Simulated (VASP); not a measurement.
# Mg (Im-3m) in VASP: a series of runs

Mg is run at these levels: PBE; tasks: single point, relaxation of cell and atoms.

Program: VASP 6.6.1. These are calculated values, not measurements. Logs are shortened: lines on timing, memory, paths and dates and some standing lists are left out, and cuts for length are marked.

**1. The cell of the first run**

Symmetry: Im-3m, No. 229, cubic system. Conventional cell: a = 3.579 Å, b = 3.579 Å, c = 3.579 Å, α = 90.00°, β = 90.00°, γ = 90.00°. Within 4.1 Å of Mg (site symmetry m-3m) lie 14 Mg at 3.10 to 3.58 Å.

This isn't the form of Mg at room conditions, which is hcp.

**2. Single point, PBE**

Contents of INCAR:

```
SYSTEM = Mg
  PREC = Accurate
  ENCUT = 520
  EDIFF = 1E-6
  ISMEAR = 0
  SIGMA = 0.1
  LREAL = .False.
  LASPH = .True.
  NELM = 100
  ALGO = Normal
  ISIF = 2
  LWAVE = .False.
  LCHARG = .False.
  GGA = PE
  NBANDS = 7
```

Contents of KPOINTS:

```
regular mesh
0
Gamma
  14 14 14
  0 0 0
```

Contents of POSCAR:

```
Mg
1.0
   -1.7893860359      1.7893860359      1.7893860359
    1.7893860359     -1.7893860359      1.7893860359
    1.7893860359      1.7893860359     -1.7893860359
Mg
1
Direct
    0.0000000000      0.0000000000      0.0000000000
```

Potentials or basis: VASP PAW PBE potentials, release 64 (Mg).

Run with:

```console
$ cat potpaw_PBE.64/Mg/POTCAR > POTCAR
$ mpirun -np 1 vasp_std > vasp.out
```

OUTCAR:

```text
SYSTEM = Mg
   PREC = Accurate
   ENCUT = 520
   EDIFF = 1E-6
   ISMEAR = 0
   LREAL = .False.
   LASPH = .True.
   NELM = 100
   ISIF = 2
   GGA = PE

 ion  position               nearest neighbor table
   1  0.000  0.000  0.000-

  LATTYP: Found a body centered cubic cell.
 ALAT       =     3.5787720718

  Lattice vectors:

 A1 = (  -1.7893860359,   1.7893860359,   1.7893860359)
 A2 = (   1.7893860359,  -1.7893860359,   1.7893860359)
 A3 = (   1.7893860359,   1.7893860359,  -1.7893860359)

Analysis of symmetry for initial positions (statically):
=====================================================================
 Subroutine PRICEL returns:
 Original cell was already a primitive cell.

 Routine SETGRP: Setting up the symmetry group for a
 body centered cubic supercell.

 Subroutine GETGRP returns: Found 48 space group operations
 (whereof 48 operations were pure point group operations)
 out of a pool of 48 trial point group operations.

The static configuration has the point symmetry O_h .

Analysis of symmetry for dynamics (positions and initial velocities):
=====================================================================
 Subroutine PRICEL returns:
 Original cell was already a primitive cell.

 Routine SETGRP: Setting up the symmetry group for a
 body centered cubic supercell.

 Subroutine GETGRP returns: Found 48 space group operations
 (whereof 48 operations were pure point group operations)
 out of a pool of 48 trial point group operations.

The dynamic configuration has the point symmetry O_h .

 Subroutine INISYM returns: Found 48 space group operations
 (whereof 48 operations are pure point group operations),
 and found     1 'primitive' translations

----------------------------------------------------------------------------------------

                                     Primitive cell

  volume of cell :      22.9178

  direct lattice vectors                    reciprocal lattice vectors
    -1.789386036  1.789386036  1.789386036     0.000000000  0.279425451  0.279425451
     1.789386036 -1.789386036  1.789386036     0.279425451  0.000000000  0.279425451
     1.789386036  1.789386036 -1.789386036     0.279425451  0.279425451  0.000000000

  length of vectors
     3.099307529  3.099307529  3.099307529     0.395167262  0.395167262  0.395167262

  position of ions in fractional coordinates (direct lattice)
     0.000000000  0.000000000  0.000000000

  ion indices of the primitive-cell ions
   primitive index   ion index
                 1           1

----------------------------------------------------------------------------------------

 KPOINTS: regular mesh

Automatic generation of k-mesh.
 Grid dimensions read from file:
 generate k-points for:   14   14   14

 Generating k-lattice:

  Cartesian coordinates                     Fractional coordinates (reciprocal lattice)
     0.000000000  0.019958961  0.019958961     0.071428571  0.000000000  0.000000000
     0.019958961  0.000000000  0.019958961     0.000000000  0.071428571  0.000000000
     0.019958961  0.019958961  0.000000000     0.000000000  0.000000000  0.071428571

  Length of vectors
     0.028226233  0.028226233  0.028226233

  Shift w.r.t. Gamma in fractional coordinates (k-lattice)
     0.000000000  0.000000000  0.000000000

 Subroutine IBZKPT returns following result:
 ===========================================

 Found    104 irreducible k-points:

 Following reciprocal coordinates:
            Coordinates               Weight
  0.000000  0.000000  0.000000      1.000000
  0.071429  0.000000  0.000000     12.000000
  0.142857  0.000000  0.000000     12.000000
  0.214286  0.000000  0.000000     12.000000
  0.285714  0.000000  0.000000     12.000000
  0.357143  0.000000  0.000000     12.000000
[... 16 lines left out ...]
  0.285714  0.285714  0.000000     24.000000
  0.357143  0.285714  0.000000     24.000000
 [... further k-points ...]
   k-points           NKPTS =    104   k-points in BZ     NKDIM =    104   number of bands    NBANDS=      7
   number of dos      NEDOS =    301   number of ions     NIONS =      1
   total plane-waves  NPLWV =  13824
   dimension x,y,z NGX =    24 NGY =   24 NGZ =   24
   dimension x,y,z NGXF=    48 NGYF=   48 NGZF=   48
   ions per type =               1
   NGX,Y,Z   is equivalent  to a cutoff of  12.87, 12.87, 12.87 a.u.
   NGXF,Y,Z  is equivalent  to a cutoff of  25.75, 25.75, 25.75 a.u.
 SYSTEM =  Mg
   PREC   = accura    normal or accurate (medium, high low for compatibility)
   ISTART =      0    job   : 0-new  1-cont  2-samecut
   ICHARG =      2    charge: 1-file 2-atom 10-const
   ISPIN  =      1    spin polarized calculation?
   LNONCOLLINEAR =      F non collinear calculations
   LSORBIT =      F    spin-orbit coupling
   LASPH  =      T    aspherical Exc in radial PAW
   ENCUT  =  520.0 eV  38.22 Ry    6.18 a.u.   5.76  5.76  5.76*2*pi/ulx,y,z
   NELM   =    100;   NELMIN=  2; NELMDL= -5     # of ELM steps
   EDIFF  = 0.1E-05   stopping-criterion for ELM
   LREAL  =      F    real-space projection
   EDIFFG = 0.1E-04   stopping-criterion for IOM
   NSW    =      0    number of steps for IOM
   IBRION =     -1    ionic relax: 0-MD 1-quasi-New 2-CG
   NFREE  =      0    steps in history (QN), initial steepest desc. (CG)
   ISIF   =      2    stress and relaxation
   ISYM   =      2    0-nonsym 1-usesym 2-fastsym
   POTIM  = 0.5000    time-step for ionic-motion
   TEBEG  =    0.0;   TEEND  =   0.0 temperature during run
   PSTRESS=    0.0 pullay stress
   NELECT =       2.0000    total number of electrons
   NUPDOWN=      -1.0000    fix difference up-down
   EMIN   =  10.00;   EMAX   =-10.00  energy-range for DOS
   EFERMI =   0.00;   METHOD = LEGACY
   ISMEAR =     0;   SIGMA  =   0.10  broadening in eV -4-tet -1-fermi 0-gaus
   EFERMI_NEDOS =   21; number of points for ismear=-14 and -15
   IALGO  =     38    algorithm
   IMIX   =      4    mixing-type and parameters
     AMIX     =   0.40;   BMIX     =  1.00
     AMIX_MAG =   1.60;   BMIX_MAG =  1.00
  volume/ion in A,a.u.               =      22.92       154.66
  Fermi-wavevector in a.u.,A,eV,Ry     =   0.726152  1.372228  7.174305  0.527297
  Thomas-Fermi vector in A             =   1.817053
   LORBIT       =      0    0 simple, 1 ext, 2 COOP (PROOUT), +10 PAW based schemes
   GGA     = PE    functional components
   LHFCALC =     F    Hartree Fock is set to
   AEXX    =    0.0000 exact exchange contribution
   IVDW    =     0    specifies the selected vdW correction
   LEPSILON=     F    determine dielectric tensor
   LRPA    =     F    only Hartree local field effects (RPA)
 non-spin polarized calculation
 Gauss-broadening in eV      SIGMA  =   0.10
  energy-cutoff  :      520.00
  volume of cell :       22.92
 maximum number of plane-waves:       632
   NGX = 11   NGY = 11   NGZ = 11

 number of electron       2.0000000 magnetization

 Free energy of the ion-electron system (eV)
  ---------------------------------------------------
  ext. energy  EPLUGINS =         0.00000000
  ---------------------------------------------------
  free energy    TOTEN  =        -1.47993036 eV

  energy without entropy =       -1.47806217  energy(sigma->0) =       -1.47899627

 E-fermi :   2.7046     XC(G=0):  -8.4998

 val. band max:        2.6491546405   @ k =   0.3571   0.1429   0.1429
 cond. band min:       2.7493065251   @ k =   0.3571   0.2143   0.0714
 fundamental gap:      0.1001518847
 Fermi energy:         2.7046413067

 k-point     1 :       0.0000    0.0000    0.0000
  band No.  band energies     occupation
      1      -4.2930      2.00000
      2      15.6866      0.00000
      3      15.6866      0.00000
      4      15.6866      0.00000
      5      17.7043      0.00000
      6      17.7043      0.00000
      7      17.7922      0.00000

 k-point     2 :       0.0714    0.0000    0.0000
  band No.  band energies     occupation
      1      -4.1728      2.00000
      2      14.3080      0.00000
      3      15.0972      0.00000
      4      15.1238      0.00000
      5      16.5938      0.00000
      6      16.8699      0.00000
      7      17.9947      0.00000

 k-point     3 :       0.1429    0.0000    0.0000
  band No.  band energies     occupation
      1      -3.8130      2.00000
      2      11.8727      0.00000
      3      14.0642      0.00000
      4      14.2337      0.00000
      5      15.4721      0.00000
      6      16.2756      0.00000
      7      18.3583      0.00000

 k-point     4 :       0.2143    0.0000    0.0000
  band No.  band energies     occupation
      1      -3.2162      2.00000
      2       9.4479      0.00000
      3      13.1003      0.00000
      4      13.4413      0.00000
      5      14.5361      0.00000
      6      15.6459      0.00000
      7      18.9718      0.00000

 k-point     5 :       0.2857    0.0000    0.0000
  band No.  band energies     occupation
      1      -2.3870      2.00000
      2       7.1734      0.00000
      3      12.3187      0.00000
      4      12.8125      0.00000
      5      13.8054      0.00000
      6      15.0502      0.00000
      7      19.6642      0.00000
[... 161 lines left out ...]
 k-point    22 :       0.3571    0.2143    0.0000
  band No.  band energies     occupation
      1       1.3920      2.00000
      2       3.0777      0.00000
      3       6.2922      0.00000
      4      11.0125      0.00000
      5      15.6116      0.00000
      6      18.4385      0.00000
      7      19.4325      0.00000

 k-point    23 :       0.2857    0.2857    0.0000
  band No.  band energies     occupation
      1       1.2941      2.00000
      2       4.1392      0.00000
      3       5.0157      0.00000
      4      10.9091      0.00000
      5      16.6014      0.00000
      6      17.4087      0.00000
      7      19.7930      0.00000

 k-point    24 :       0.3571    0.2857    0.0000
  band No.  band energies     occupation
      1       2.4874      1.99787
      2       3.0069      0.00002
      3       4.6381      0.00000
      4      10.8040      0.00000
      5      16.7843      0.00000
      6      18.0227      0.00000
      7      18.8559      0.00000

 [... further k-points ...]

------------------------ aborting loop because EDIFF is reached ----------------------------------------

  FORCE on cell =-STRESS in cart. coord.  units (eV):
  Direction    XX          YY          ZZ          XY          YZ          ZX
  --------------------------------------------------------------------------------------
  -------------------------------------------------------------------------------------
  Total       -0.0166071     -0.0166071     -0.0166071     -0.0000000     -0.0000000     -0.0000000
  in kB       -1.1609971     -1.1609971     -1.1609971     -0.0000000     -0.0000000     -0.0000000
  external PRESSURE =      -1.1609971 kB  Pullay stress =       0.0000000 kB

 VOLUME and BASIS-vectors are now :
 -----------------------------------------------------------------------------
  energy-cutoff  :      520.00
  volume of cell :       22.92
      direct lattice vectors                 reciprocal lattice vectors
    -1.789386036  1.789386036  1.789386036     0.000000000  0.279425451  0.279425451
     1.789386036 -1.789386036  1.789386036     0.279425451  0.000000000  0.279425451
     1.789386036  1.789386036 -1.789386036     0.279425451  0.279425451  0.000000000

 POSITION                                       TOTAL-FORCE (eV/Angst)
 -----------------------------------------------------------------------------------
      0.00000      0.00000      0.00000        -0.000000     -0.000000     -0.000000
 -----------------------------------------------------------------------------------
    total drift:                               -0.000000      0.000000      0.000000

  FREE ENERGIE OF THE ION-ELECTRON SYSTEM (eV)
  ---------------------------------------------------
  free  energy   TOTEN  =        -1.4799303647 eV

  energy  without entropy=       -1.4780621698  energy(sigma->0) =       -1.47899627
```

It took 16 s on 1 thread of AMD EPYC 9755, shared host; peak memory 0.11 GiB.

Results:

```yaml
Free_energy: -1.4799 eV
Pressure: -0.1 GPa
Band_gap_on_the_k_mesh: zero (bands 1 and 2 overlap by 4.77 eV)
```

**3. Relaxation of cell and atoms, PBE**

This run uses another cell than the first one, of 22.29 Å³/atom.

Contents of INCAR:

```
ALGO = Fast
EDIFF = 1E-6
EDIFFG = -0.02
ENCUT = 600
GGA = PE
IBRION = 2
ISIF = 3
ISMEAR = 0
LASPH = True
LCHARG = False
LREAL = False
LWAVE = False
NELM = 100
NSW = 90
PREC = Accurate
SIGMA = 0.1
```

Contents of KPOINTS:

```
k-points
0
Gamma
  14 14 14
```

Contents of POSCAR:

```
Mg
1.0
   -1.7727644967      1.7727644967      1.7727644967
    1.7727644967     -1.7727644967      1.7727644967
    1.7727644967      1.7727644967     -1.7727644967
Mg
1
Direct
    0.0000000000      0.0000000000      0.0000000000
```

Potentials or basis: VASP PAW PBE potentials, release 64 (Mg).

Run with:

```console
$ cat potpaw_PBE.64/Mg/POTCAR > POTCAR
$ mpirun -np 1 vasp_std > vasp.out
```

Run time: 35 s. Hardware: 1 thread of AMD EPYC 9755, shared host; peak memory 0.14 GiB.

The run converged. Its results:

```
Free energy                           : -1.4800 eV
Relaxed volume                        : 22.85 Å³/atom
Relaxed cell                          : a = 3.096 Å, b = 3.096 Å, c = 3.096 Å, α = 109.47°, β = 109.47°, γ = 109.47°
Space group after relaxing (to 0.1 Å) : Im-3m (No. 229)
Energy gained by relaxing             : 1.6 meV/atom
Ionic steps                           : 3
Pressure after relaxing               : 0.0 GPa
Band gap on the k mesh                : zero (bands 1 and 2 overlap by 4.78 eV)
```

The path:
| step | energy change (eV) | largest force (eV/Å) | pressure (GPa) | volume (Å³) |
| --- | --- | --- | --- | --- |
| 1 | 0.0000 | 0.0000 | 0.94 | 22.29 |
| 2 | -0.0015 | 0.0000 | 0.22 | 22.71 |
| 3 | -0.0016 | 0.0000 | -0.01 | 22.85 |

Final structure:
```
Mg
1.0
    -1.78765    1.78765    1.78765
     1.78765   -1.78765    1.78765
     1.78765    1.78765   -1.78765
Mg
1
Cartesian
  0.0000 0.0000 0.0000
```

Levels at points of the mesh, in eV from the Fermi level:
| k point | band 1 | band 2 | band 3 | band 4 | band 5 |
| --- | --- | --- | --- | --- | --- |
| (0.00, 0.00, 0.00) | -7.01 | 13.00 | 13.00 | 13.00 | 15.02 |
| (0.50, 0.00, 0.00) | -1.54 | -0.96 | 8.60 | 9.32 | 10.18 |
| (0.50, 0.50, 0.50) | 3.82 | 3.82 | 3.82 | 3.96 | 3.96 |

The gap in the log of VASP goes by the Fermi energy; the results here count the filled bands.